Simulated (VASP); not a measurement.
# ZrH2 (Fm-3m) in VASP: notebook

ZrH2 is run at these levels: LDA; tasks: single point.

All numbers are computed with VASP 6.6.1; they aren't measurements. Logs are shortened: lines on timing, memory, paths and dates and some standing lists are left out, and cuts for length are marked.

**1. The cell of the first run**

It takes space group Fm-3m (No. 225, cubic). The conventional cell has a = 4.617 Å, b = 4.617 Å, c = 4.617 Å, α = 90.00°, β = 90.00°, γ = 90.00°. Zr (site symmetry m-3m) has 8 H at 2.00 Å within 2.6 Å. H (site symmetry -43m) has 4 Zr at 2.00 Å and 6 H at 2.31 Å within 2.6 Å.

**2. Single point, LDA**

File INCAR:

```
SYSTEM = ZrH2
  PREC = Accurate
  ENCUT = 520
  EDIFF = 1E-6
  ISMEAR = -1
  SIGMA = 0.1
  LREAL = .False.
  LASPH = .True.
  NELM = 100
  ALGO = Normal
  ISIF = 2
  LWAVE = .False.
  LCHARG = .False.
  GGA = CA
  NBANDS = 14
```

File KPOINTS:

```
regular mesh
0
Gamma
  10 10 10
  0 0 0
```

File POSCAR:

```
ZrH2
1.0
    0.0000000000      2.3087217010      2.3087217010
    2.3087217010      0.0000000000      2.3087217010
    2.3087217010      2.3087217010      0.0000000000
Zr H
1 2
Direct
    0.0000000000      0.0000000000      0.0000000000
    0.7500000000      0.7500000000      0.7500000000
    0.2500000000      0.2500000000      0.2500000000
```

Potentials or basis: VASP PAW LDA potentials, release 64 (Zr_sv, H).

Started as:

```bash
cat potpaw_LDA.64/Zr_sv/POTCAR potpaw_LDA.64/H/POTCAR > POTCAR
mpirun -np 1 vasp_std > vasp.out
```

OUTCAR:

```text
SYSTEM = ZrH2
   PREC = Accurate
   ENCUT = 520
   EDIFF = 1E-6
   ISMEAR = -1
   LREAL = .False.
   LASPH = .True.
   NELM = 100
   ISIF = 2
   GGA = CA

 ion  position               nearest neighbor table
   1  0.000  0.000  0.000-   2 2.00   3 2.00   2 2.00   2 2.00   2 2.00   3 2.00   3 2.00   3 2.00

   2  0.750  0.750  0.750-   1 2.00   1 2.00   1 2.00   1 2.00
   3  0.250  0.250  0.250-   1 2.00   1 2.00   1 2.00   1 2.00

  LATTYP: Found a face centered cubic cell.
 ALAT       =     4.6174434020

  Lattice vectors:

 A1 = (   0.0000000000,   2.3087217010,   2.3087217010)
 A2 = (   2.3087217010,   0.0000000000,   2.3087217010)
 A3 = (   2.3087217010,   2.3087217010,   0.0000000000)

Analysis of symmetry for initial positions (statically):
=====================================================================
 Subroutine PRICEL returns:
 Original cell was already a primitive cell.

 Routine SETGRP: Setting up the symmetry group for a
 face centered cubic supercell.

 Subroutine GETGRP returns: Found 48 space group operations
 (whereof 48 operations were pure point group operations)
 out of a pool of 48 trial point group operations.

The static configuration has the point symmetry O_h .

Analysis of symmetry for dynamics (positions and initial velocities):
=====================================================================
 Subroutine PRICEL returns:
 Original cell was already a primitive cell.

 Routine SETGRP: Setting up the symmetry group for a
 face centered cubic supercell.

 Subroutine GETGRP returns: Found 48 space group operations
 (whereof 48 operations were pure point group operations)
 out of a pool of 48 trial point group operations.

The dynamic configuration has the point symmetry O_h .

 Subroutine INISYM returns: Found 48 space group operations
 (whereof 48 operations are pure point group operations),
 and found     1 'primitive' translations

----------------------------------------------------------------------------------------

                                     Primitive cell

  volume of cell :      24.6119

  direct lattice vectors                    reciprocal lattice vectors
     0.000000000  2.308721701  2.308721701    -0.216570061  0.216570061  0.216570061
     2.308721701  0.000000000  2.308721701     0.216570061 -0.216570061  0.216570061
     2.308721701  2.308721701  0.000000000     0.216570061  0.216570061 -0.216570061

  length of vectors
     3.265025541  3.265025541  3.265025541     0.375110349  0.375110349  0.375110349

  position of ions in fractional coordinates (direct lattice)
     0.000000000  0.000000000  0.000000000
     0.750000000  0.750000000  0.750000000
     0.250000000  0.250000000  0.250000000

  ion indices of the primitive-cell ions
   primitive index   ion index
                 1           1
                 2           2
                 3           3

----------------------------------------------------------------------------------------

 KPOINTS: regular mesh

Automatic generation of k-mesh.
 Grid dimensions read from file:
 generate k-points for:   10   10   10

 Generating k-lattice:

  Cartesian coordinates                     Fractional coordinates (reciprocal lattice)
    -0.021657006  0.021657006  0.021657006     0.100000000  0.000000000  0.000000000
     0.021657006 -0.021657006  0.021657006     0.000000000  0.100000000  0.000000000
     0.021657006  0.021657006 -0.021657006     0.000000000  0.000000000  0.100000000

  Length of vectors
     0.037511035  0.037511035  0.037511035

  Shift w.r.t. Gamma in fractional coordinates (k-lattice)
     0.000000000  0.000000000  0.000000000

 Subroutine IBZKPT returns following result:
 ===========================================

 Found     47 irreducible k-points:

 Following reciprocal coordinates:
            Coordinates               Weight
  0.000000  0.000000  0.000000      1.000000
  0.100000  0.000000  0.000000      8.000000
  0.200000  0.000000  0.000000      8.000000
  0.300000  0.000000  0.000000      8.000000
  0.400000  0.000000  0.000000      8.000000
  0.500000  0.000000  0.000000      4.000000
[... 16 lines left out ...]
  0.300000  0.300000  0.000000      6.000000
  0.400000  0.300000  0.000000     24.000000
 [... further k-points ...]
   k-points           NKPTS =     47   k-points in BZ     NKDIM =     47   number of bands    NBANDS=     14
   number of dos      NEDOS =    301   number of ions     NIONS =      3
   total plane-waves  NPLWV =  13824
   dimension x,y,z NGX =    24 NGY =   24 NGZ =   24
   dimension x,y,z NGXF=    48 NGYF=   48 NGZF=   48
   ions per type =               1   2
   NGX,Y,Z   is equivalent  to a cutoff of  12.22, 12.22, 12.22 a.u.
   NGXF,Y,Z  is equivalent  to a cutoff of  24.44, 24.44, 24.44 a.u.
 SYSTEM =  ZrH2
   PREC   = accura    normal or accurate (medium, high low for compatibility)
   ISTART =      0    job   : 0-new  1-cont  2-samecut
   ICHARG =      2    charge: 1-file 2-atom 10-const
   ISPIN  =      1    spin polarized calculation?
   LNONCOLLINEAR =      F non collinear calculations
   LSORBIT =      F    spin-orbit coupling
   LASPH  =      T    aspherical Exc in radial PAW
   ENCUT  =  520.0 eV  38.22 Ry    6.18 a.u.   6.07  6.07  6.07*2*pi/ulx,y,z
   NELM   =    100;   NELMIN=  2; NELMDL= -5     # of ELM steps
   EDIFF  = 0.1E-05   stopping-criterion for ELM
   LREAL  =      F    real-space projection
   EDIFFG = 0.1E-04   stopping-criterion for IOM
   NSW    =      0    number of steps for IOM
   IBRION =     -1    ionic relax: 0-MD 1-quasi-New 2-CG
   NFREE  =      0    steps in history (QN), initial steepest desc. (CG)
   ISIF   =      2    stress and relaxation
   ISYM   =      2    0-nonsym 1-usesym 2-fastsym
   POTIM  = 0.5000    time-step for ionic-motion
   TEBEG  =    0.0;   TEEND  =   0.0 temperature during run
   PSTRESS=    0.0 pullay stress
   NELECT =      14.0000    total number of electrons
   NUPDOWN=      -1.0000    fix difference up-down
   EMIN   =  10.00;   EMAX   =-10.00  energy-range for DOS
   EFERMI =   0.00;   METHOD = LEGACY
   ISMEAR =    -1;   SIGMA  =   0.10  broadening in eV -4-tet -1-fermi 0-gaus
   EFERMI_NEDOS =   21; number of points for ismear=-14 and -15
   IALGO  =     38    algorithm
   IMIX   =      4    mixing-type and parameters
     AMIX     =   0.40;   BMIX     =  1.00
     AMIX_MAG =   1.60;   BMIX_MAG =  1.00
  volume/ion in A,a.u.               =       8.20        55.36
  Fermi-wavevector in a.u.,A,eV,Ry     =   1.356446  2.563312 25.033991  1.839946
  Thomas-Fermi vector in A             =   2.483449
   LORBIT       =      0    0 simple, 1 ext, 2 COOP (PROOUT), +10 PAW based schemes
   GGA     = CA    functional components
   LHFCALC =     F    Hartree Fock is set to
   AEXX    =    0.0000 exact exchange contribution
   IVDW    =     0    specifies the selected vdW correction
   LEPSILON=     F    determine dielectric tensor
   LRPA    =     F    only Hartree local field effects (RPA)
 non-spin polarized calculation
  energy-cutoff  :      520.00
  volume of cell :       24.61
 maximum number of plane-waves:       678
   NGX = 13   NGY = 13   NGZ = 13

 number of electron      14.0000001 magnetization

 Free energy of the ion-electron system (eV)
  ---------------------------------------------------
  ext. energy  EPLUGINS =         0.00000000
  ---------------------------------------------------
  free energy    TOTEN  =       -18.22525445 eV

  energy without entropy =      -18.18625842  energy(sigma->0) =      -18.20575643

 E-fermi :   9.5192     XC(G=0): -11.9371

 val. band max:        9.4875695094   @ k =  -0.1000   0.1000   0.0000
 cond. band min:       9.5260679230   @ k =  -0.1000   0.1000   0.0000
 fundamental gap:      0.0384984136
 Fermi energy:         9.5192473186

 k-point     1 :       0.0000    0.0000    0.0000
  band No.  band energies     occupation
      1     -39.1393      2.00000
      2     -16.9295      2.00000
      3     -16.9295      2.00000
      4     -16.9295      2.00000
      5      -0.4811      2.00000
      6       8.2839      1.99999
      7       9.1464      1.95309
      8       9.1464      1.95309
      9       9.1464      1.95309
     10      12.1636      0.00000
     11      12.1636      0.00000
     12      21.3621      0.00000
     13      22.4278      0.00000
     14      22.4278      0.00000

 k-point     2 :       0.1000    0.0000    0.0000
  band No.  band energies     occupation
      1     -39.1264      2.00000
      2     -17.0356      2.00000
      3     -16.9415      2.00000
      4     -16.9415      2.00000
      5      -0.1921      2.00000
      6       6.7599      2.00000
      7       9.2927      1.81201
      8       9.2927      1.81201
      9      11.0286      0.00000
     10      12.0150      0.00000
     11      12.0150      0.00000
     12      19.6276      0.00000
     13      23.0436      0.00000
     14      23.0436      0.00000

 k-point     3 :       0.2000    0.0000    0.0000
  band No.  band energies     occupation
      1     -39.0925      2.00000
      2     -17.3043      2.00000
      3     -16.9725      2.00000
      4     -16.9725      2.00000
      5       0.5496      2.00000
      6       5.3955      2.00000
      7       9.5626      0.78658
      8       9.5626      0.78658
      9      11.8844      0.00000
     10      11.8844      0.00000
     11      13.3103      0.00000
     12      18.1943      0.00000
     13      24.3423      0.00000
     14      24.6873      0.00000
[... 324 lines left out ...]
 k-point    23 :       0.3000    0.3000    0.0000
  band No.  band energies     occupation
      1     -39.0207      2.00000
      2     -17.6151      2.00000
      3     -17.1482      2.00000
      4     -17.1482      2.00000
      5       2.4964      2.00000
      6       3.4384      2.00000
      7       8.2709      1.99999
      8      11.3437      0.00000
      9      11.3437      0.00000
     10      13.2688      0.00000
     11      17.3406      0.00000
     12      20.0018      0.00000
     13      21.2610      0.00000
     14      21.2610      0.00000

 k-point    24 :       0.4000    0.3000    0.0000
  band No.  band energies     occupation
      1     -38.9934      2.00000
      2     -17.7460      2.00000
      3     -17.2222      2.00000
      4     -17.1849      2.00000
      5       3.0126      2.00000
      6       3.3891      2.00000
      7       7.5031      2.00000
      8      11.7119      0.00000
      9      12.3505      0.00000
     10      13.7476      0.00000
     11      18.4204      0.00000
     12      19.3310      0.00000
     13      20.0854      0.00000
     14      20.1017      0.00000

 [... further k-points ...]
[... 5 lines left out ...]
  --------------------------------------------------------------------------------------
  -------------------------------------------------------------------------------------
  Total        2.0712823      2.0712823      2.0712823     -0.0000000     -0.0000000      0.0000000
  in kB      134.8357749    134.8357749    134.8357749     -0.0000000     -0.0000000      0.0000000
  external PRESSURE =     134.8357749 kB  Pullay stress =       0.0000000 kB

 VOLUME and BASIS-vectors are now :
 -----------------------------------------------------------------------------
  energy-cutoff  :      520.00
  volume of cell :       24.61
      direct lattice vectors                 reciprocal lattice vectors
     0.000000000  2.308721701  2.308721701    -0.216570061  0.216570061  0.216570061
     2.308721701  0.000000000  2.308721701     0.216570061 -0.216570061  0.216570061
     2.308721701  2.308721701  0.000000000     0.216570061  0.216570061 -0.216570061

 POSITION                                       TOTAL-FORCE (eV/Angst)
 -----------------------------------------------------------------------------------
      0.00000      0.00000      0.00000        -0.000000      0.000000      0.000000
      3.46308      3.46308      3.46308         0.000000      0.000000      0.000000
      1.15436      1.15436      1.15436        -0.000000     -0.000000     -0.000000
 -----------------------------------------------------------------------------------
    total drift:                               -0.000000      0.000000      0.000000

  FREE ENERGIE OF THE ION-ELECTRON SYSTEM (eV)
  ---------------------------------------------------
  free  energy   TOTEN  =       -18.2252544456 eV

  energy  without entropy=      -18.1862584184  energy(sigma->0) =      -18.20575643
```

It took 21 s on 1 thread of Intel Xeon 6975P-C, shared host; peak memory 0.14 GiB.

Results:

```yaml
Free_energy: -18.2253 eV
Pressure: 13.5 GPa
Band_gap_on_the_k_mesh: zero (band 7 reaches 10.01 eV, above the bottom of band 8 at 9.15 eV)
```

Levels at points of the mesh, in eV from the Fermi level:
```tsv
k point	band 5	band 6	band 7	band 8	band 9	band 10
(0.00, 0.00, 0.00)	-10.00	-1.24	-0.37	-0.37	-0.37	2.64
(0.50, 0.00, 0.00)	-7.89	-4.16	-0.25	-0.25	4.27	4.27
(0.50, 0.50, 0.00)	-7.10	-4.21	-3.78	4.48	4.57	4.57
```

**3. Single point, LDA**

This run uses another cell than the first one, of 8.58 Å³/atom, 1.045 times its volume.

File INCAR:

```
SYSTEM = ZrH2
  PREC = Accurate
  ENCUT = 520
  EDIFF = 1E-7
  ISMEAR = -1
  SIGMA = 0.1
  LREAL = .FALSE.
  LASPH = .TRUE.
  NELM = 80
  ALGO = Normal
  ISIF = 2
  LWAVE = .FALSE.
  LCHARG = .FALSE.
  GGA = CA
  NBANDS = 14
```

File KPOINTS:

```
regular mesh
0
G
  10 10 10
  0 0 0
```

File POSCAR:

```
ZrH2
1.0
    0.0000000000      2.3431853148      2.3431853148
    2.3431853148      0.0000000000      2.3431853148
    2.3431853148      2.3431853148      0.0000000000
Zr H
1 2
Direct
    0.0000000000      0.0000000000      0.0000000000
    0.7500000000      0.7500000000      0.7500000000
    0.2500000000      0.2500000000      0.2500000000
```

Potentials or basis: VASP PAW LDA potentials, release 64 (Zr_sv, H).

Started as:

```bash
cat potpaw_LDA.64/Zr_sv/POTCAR potpaw_LDA.64/H/POTCAR > POTCAR
mpirun -np 1 vasp_std > vasp.out
```

It took 41 s on 1 thread of Intel Xeon 6975P-C, shared host; peak memory 0.15 GiB.

The run converged. Its results:

```
Free energy            : -18.2916 eV
Pressure               : 5.3 GPa
Band gap on the k mesh : zero (band 7 reaches 9.52 eV, above the bottom of band 8 at 8.68 eV)
```

Levels at points of the mesh, in eV from the Fermi level:
```csv
k point,band 5,band 6,band 7,band 8,band 9,band 10
"(0.00, 0.00, 0.00)",-9.84,-1.21,-0.36,-0.36,-0.36,2.50
"(0.50, 0.00, 0.00)",-7.69,-4.24,-0.23,-0.23,4.02,4.02
"(0.50, 0.50, 0.00)",-6.87,-4.31,-3.61,4.22,4.30,4.30
```

**4. Single point, LDA**

This run uses another cell than the first one, of 8.95 Å³/atom, 1.091 times its volume.

File INCAR:

```
SYSTEM = ZrH2
ALGO = Normal
EDIFF = 1E-6
ENCUT = 520
ISIF = 2
ISMEAR = -1
LASPH = .TRUE.
LCHARG = .FALSE.
LREAL = .FALSE.
LWAVE = .FALSE.
NBANDS = 14
NELM = 60
PREC = Accurate
SIGMA = 0.1
```

File KPOINTS:

```
k-points
0
G
  10 10 10
  0 0 0
```

File POSCAR:

```
ZrH2
1.0
    0.0000000000      2.3766639139      2.3766639139
    2.3766639139      0.0000000000      2.3766639139
    2.3766639139      2.3766639139      0.0000000000
Zr H
1 2
Direct
    0.0000000000      0.0000000000      0.0000000000
    0.7500000000      0.7500000000      0.7500000000
    0.2500000000      0.2500000000      0.2500000000
```

Started as:

```bash
cat potpaw_LDA.64/Zr_sv/POTCAR potpaw_LDA.64/H/POTCAR > POTCAR
mpirun -np 1 vasp_std > vasp.out
```

Wall time 41 s (1 thread of Intel Xeon 6975P-C, shared host); peak memory 0.15 GiB.

The run converged. Its results:

```
Free energy            : -18.3063 eV
Pressure               : -1.3 GPa
Band gap on the k mesh : zero (band 7 reaches 9.06 eV, above the bottom of band 8 at 8.24 eV)
```

Levels at points of the mesh, in eV from the Fermi level:
| k point | band 3 | band 4 | band 5 | band 6 | band 7 | band 8 | band 9 | band 10 | band 11 | band 12 |
| --- | --- | --- | --- | --- | --- | --- | --- | --- | --- | --- |
| (0.00, 0.00, 0.00) | -26.73 | -26.73 | -9.68 | -1.19 | -0.34 | -0.34 | -0.34 | 2.37 | 2.37 | 11.28 |
| (0.50, 0.00, 0.00) | -26.83 | -26.83 | -7.50 | -4.30 | -0.22 | -0.22 | 3.80 | 3.80 | 4.80 | 6.80 |
| (0.50, 0.50, 0.00) | -26.98 | -26.98 | -6.65 | -4.39 | -3.46 | 3.99 | 4.05 | 4.05 | 6.92 | 6.92 |

**5. Summary**

```csv
cell,gap on the mesh (eV),pressure (GPa)
"a = 3.265 Å, angles 60.0°, 3 atoms",none,13.5
"a = 3.314 Å, angles 60.0°, 3 atoms",none,5.3
"a = 3.361 Å, angles 60.0°, 3 atoms",none,-1.3
```

Alike in all rows: task single point; level LDA; potentials or basis VASP PAW LDA potentials, release 64 (Zr_sv, H); no spin polarisation; k mesh 10 × 10 × 10; cutoff (eV) 520; smearing fermi-dirac 0.1 eV.

Total energies depend on the potentials used, so only differences within one code and one set of settings carry meaning.
